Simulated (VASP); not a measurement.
# Mo (Im-3m) in VASP: notebook

Mo is run at these levels: PBE; tasks: single point.

Everything below comes from runs of VASP 6.6.1. Logs are shortened: lines on timing, memory, paths and dates and some standing lists are left out, and cuts for length are marked.

## Step 1: The cell of the first run

The structure is cubic, space group Im-3m (No. 229). Conventional cell: a = 3.163 Å, b = 3.163 Å, c = 3.163 Å, α = 90.00°, β = 90.00°, γ = 90.00°. Within 3.6 Å of Mo (site symmetry m-3m) lie 14 Mo at 2.74 to 3.16 Å.

## Step 2: Single point, PBE

Contents of INCAR:

```
PREC     = Accurate       # precision mode
ENCUT    = 500            # plane-wave cutoff, eV
EDIFF    = 1E-6           # SCF threshold, eV
ISMEAR   = 0              # smearing method
SIGMA    = 0.1            # smearing width, eV
LREAL    = False          # projectors in reciprocal space
LASPH    = True           # aspherical terms in the spheres
NELM     = 120            # most SCF steps
ALGO     = Normal         # electronic algorithm
ISIF     = 2              # what is computed and relaxed
LWAVE    = False          # write WAVECAR
LCHARG   = False          # write CHGCAR
GGA      = PE             # functional
NBANDS   = 13             # bands
GGA_COMPAT= False
```

Contents of KPOINTS:

```
regular mesh
0
Gamma
  8 8 8
```

Contents of POSCAR:

```
Mo
1.0
   -1.5816435775      1.5816435775      1.5816435775
    1.5816435775     -1.5816435775      1.5816435775
    1.5816435775      1.5816435775     -1.5816435775
Mo
1
Direct
    0.0000000000      0.0000000000      0.0000000000
```

Potentials or basis: VASP PAW PBE potentials, release 64 (Mo_sv).

On the command line:

```bash
$ cat potpaw_PBE.64/Mo_sv/POTCAR > POTCAR
$ mpirun -np 1 vasp_std > vasp.out
```

OUTCAR:

```text
PREC = Accurate
   ENCUT = 500
   EDIFF = 1E-6
   ISMEAR = 0
   LREAL = False
   LASPH = True
   NELM = 120
   ISIF = 2
   GGA = PE

 ion  position               nearest neighbor table
   1  0.000  0.000  0.000-

  LATTYP: Found a body centered cubic cell.
 ALAT       =     3.1632871550

  Lattice vectors:

 A1 = (  -1.5816435775,   1.5816435775,   1.5816435775)
 A2 = (   1.5816435775,  -1.5816435775,   1.5816435775)
 A3 = (   1.5816435775,   1.5816435775,  -1.5816435775)

Analysis of symmetry for initial positions (statically):
=====================================================================
 Subroutine PRICEL returns:
 Original cell was already a primitive cell.

 Routine SETGRP: Setting up the symmetry group for a
 body centered cubic supercell.

 Subroutine GETGRP returns: Found 48 space group operations
 (whereof 48 operations were pure point group operations)
 out of a pool of 48 trial point group operations.

The static configuration has the point symmetry O_h .

Analysis of symmetry for dynamics (positions and initial velocities):
=====================================================================
 Subroutine PRICEL returns:
 Original cell was already a primitive cell.

 Routine SETGRP: Setting up the symmetry group for a
 body centered cubic supercell.

 Subroutine GETGRP returns: Found 48 space group operations
 (whereof 48 operations were pure point group operations)
 out of a pool of 48 trial point group operations.

The dynamic configuration has the point symmetry O_h .

 Subroutine INISYM returns: Found 48 space group operations
 (whereof 48 operations are pure point group operations),
 and found     1 'primitive' translations

----------------------------------------------------------------------------------------

                                     Primitive cell

  volume of cell :      15.8265

  direct lattice vectors                    reciprocal lattice vectors
    -1.581643577  1.581643577  1.581643577     0.000000000  0.316126849  0.316126849
     1.581643577 -1.581643577  1.581643577     0.316126849  0.000000000  0.316126849
     1.581643577  1.581643577 -1.581643577     0.316126849  0.316126849  0.000000000

  length of vectors
     2.739487036  2.739487036  2.739487036     0.447070877  0.447070877  0.447070877

  position of ions in fractional coordinates (direct lattice)
     0.000000000  0.000000000  0.000000000

  ion indices of the primitive-cell ions
   primitive index   ion index
[... 80 lines left out ...]
   ISYM   =      2    0-nonsym 1-usesym 2-fastsym
   POTIM  = 0.5000    time-step for ionic-motion
   TEBEG  =    0.0;   TEEND  =   0.0 temperature during run
   PSTRESS=    0.0 pullay stress
   NELECT =      14.0000    total number of electrons
   NUPDOWN=      -1.0000    fix difference up-down
   EMIN   =  10.00;   EMAX   =-10.00  energy-range for DOS
   EFERMI =   0.00;   METHOD = LEGACY
   ISMEAR =     0;   SIGMA  =   0.10  broadening in eV -4-tet -1-fermi 0-gaus
   EFERMI_NEDOS =   21; number of points for ismear=-14 and -15
   IALGO  =     38    algorithm
   IMIX   =      4    mixing-type and parameters
     AMIX     =   0.40;   BMIX     =  1.00
     AMIX_MAG =   1.60;   BMIX_MAG =  1.00
  volume/ion in A,a.u.               =      15.83       106.80
  Fermi-wavevector in a.u.,A,eV,Ry     =   1.571528  2.969758 33.602327  2.469701
  Thomas-Fermi vector in A             =   2.673099
   LORBIT       =      0    0 simple, 1 ext, 2 COOP (PROOUT), +10 PAW based schemes
   GGA     = PE    functional components
   LHFCALC =     F    Hartree Fock is set to
   AEXX    =    0.0000 exact exchange contribution
   IVDW    =     0    specifies the selected vdW correction
   LEPSILON=     F    determine dielectric tensor
   LRPA    =     F    only Hartree local field effects (RPA)
 non-spin polarized calculation
 Gauss-broadening in eV      SIGMA  =   0.10
  energy-cutoff  :      500.00
  volume of cell :       15.83
 maximum number of plane-waves:       420
   NGX =  9   NGY =  9   NGZ =  9

 number of electron      14.0000004 magnetization

 Free energy of the ion-electron system (eV)
  ---------------------------------------------------
  ext. energy  EPLUGINS =         0.00000000
  ---------------------------------------------------
  free energy    TOTEN  =       -10.91527149 eV

  energy without entropy =      -10.91101030  energy(sigma->0) =      -10.91314089

 E-fermi :  12.2705     XC(G=0): -13.3224

 val. band max:       12.2647568385   @ k =  -0.2500   0.2500   0.1250
 cond. band min:      12.3722540385   @ k =   0.3750   0.0000   0.0000
 fundamental gap:      0.1074972000
 Fermi energy:        12.2705459846

 k-point     1 :       0.0000    0.0000    0.0000
  band No.  band energies     occupation
      1     -48.8952      2.00000
      2     -22.1889      2.00000
      3     -22.1889      2.00000
      4     -22.1889      2.00000
      5       5.2001      2.00000
      6      11.0489      2.00000
      7      11.0489      2.00000
      8      11.0489      2.00000
      9      14.0289      0.00000
     10      14.0289      0.00000
     11      27.2078      0.00000
     12      27.2078      0.00000
     13      27.2078      0.00000
[... 354 lines left out ...]
  band No.  band energies     occupation
      1     -48.5876      2.00000
      2     -23.1885      2.00000
      3     -22.8076      2.00000
      4     -22.6849      2.00000
      5       8.5168      2.00000
      6       9.0697      2.00000
      7      11.7735      2.00000
      8      12.5956      0.00000
      9      15.2259      0.00000
     10      17.3083      0.00000
     11      26.0443      0.00000
     12      28.0614      0.00000
     13      29.1538      0.00000

 [... further k-points ...]

------------------------ aborting loop because EDIFF is reached ----------------------------------------

  FORCE on cell =-STRESS in cart. coord.  units (eV):
  Direction    XX          YY          ZZ          XY          YZ          ZX
  --------------------------------------------------------------------------------------
  -------------------------------------------------------------------------------------
  Total        0.0503683      0.0503683      0.0503683      0.0000000      0.0000000      0.0000000
  in kB        5.0989676      5.0989676      5.0989676      0.0000000      0.0000000      0.0000000
  external PRESSURE =       5.0989676 kB  Pullay stress =       0.0000000 kB

 VOLUME and BASIS-vectors are now :
 -----------------------------------------------------------------------------
  energy-cutoff  :      500.00
  volume of cell :       15.83
      direct lattice vectors                 reciprocal lattice vectors
    -1.581643577  1.581643577  1.581643577     0.000000000  0.316126849  0.316126849
     1.581643577 -1.581643577  1.581643577     0.316126849  0.000000000  0.316126849
     1.581643577  1.581643577 -1.581643577     0.316126849  0.316126849  0.000000000

 POSITION                                       TOTAL-FORCE (eV/Angst)
 -----------------------------------------------------------------------------------
      0.00000      0.00000      0.00000        -0.000000      0.000000     -0.000000
 -----------------------------------------------------------------------------------
    total drift:                                0.000000      0.000000      0.000000

  FREE ENERGIE OF THE ION-ELECTRON SYSTEM (eV)
  ---------------------------------------------------
  free  energy   TOTEN  =       -10.9152714858 eV

  energy  without entropy=      -10.9110102991  energy(sigma->0) =      -10.91314089
```

stdout:

```text
POSCAR found type information on POSCAR Mo
 POSCAR found :  1 types and       1 ions
 scaLAPACK will be used
 LDA part: xc-table for (Slater+PW92), standard interpolation
 POSCAR, INCAR and KPOINTS ok, starting setup
 FFT: planning ... GRIDC
 FFT: planning ... GRID_SOFT
 FFT: planning ... GRID
 WAVECAR not read
 entering main loop
```

Wall time 3 s (1 thread of Intel Xeon 6975P-C (Granite Rapids), shared host); peak memory 0.12 GiB.

Results:

| Quantity | Value |
| --- | --- |
| Free energy | -10.9153 eV |
| Pressure | 0.5 GPa |
| Band gap on the k mesh | zero (bands 7 and 8 overlap by 5.25 eV) |

Levels at points of the mesh, in eV from the Fermi level:
```
           k point  band 4  band 5  band 6  band 7  band 8  band 9  band 10  band 11
(0.00, 0.00, 0.00)  -34.46   -7.07   -1.22   -1.22   -1.22    1.76     1.76    14.94
(0.50, 0.00, 0.00)  -34.47   -5.13   -3.22    1.70    1.78    2.40     4.77    11.58
(0.50, 0.50, 0.50)  -35.39   -5.22   -5.22    4.03    4.03    4.03     9.09     9.09
```

[end of part 1 of 2]
